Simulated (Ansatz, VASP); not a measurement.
One calculation of HgTe2, two programs

```
Hg Te
1.0
     4.94106    0.00000    0.00000
     0.00000    4.94106    0.00000
     0.00000    0.00000    8.96319
Hg Te
2 4
Direct
  0.00000 0.50000 0.80165
  0.50000 0.00000 0.19835
  0.00000 0.00000 0.00000
  0.50000 0.50000 0.00000
  0.00000 0.50000 0.49950
  0.50000 0.00000 0.50050
```

Alike in both runs: functional PBE; k mesh 4 × 4 × 4; occupations gaussian, width 0.1 eV; no spin polarisation.

Ansatz relaxed the structure, and its values are those at the end. VASP's run is a single point on that final structure, the one shown.

```csv
,VASP,Ansatz
version,VASP 6.6.1,Ansatz 0.2.0
potentials or method,"VASP PAW PBE potentials, release 64 (Hg, Te), cutoff 520 eV","scalar-relativistic, plane waves, PAW"
valence electrons in the cell,48,104
```

VASP gave:

```
gap on the k mesh at the Fermi level (eV) : none
pressure (GPa)                            : -0.2
rms of the force components (eV/Å)        : 0.017
```

Task: Which values does Ansatz return?

Result: gap on the k mesh at the Fermi level (eV): none; pressure (GPa): -0.2; rms of the force components (eV/Å): 0.013.

A gap of «none» marks a metal or a gap that the smearing closes. VASP's potentials hold 48 valence electrons a cell and Ansatz's 104, so a difference there can come from the potentials and not from the codes.

Neither program's run includes spin-orbit coupling.
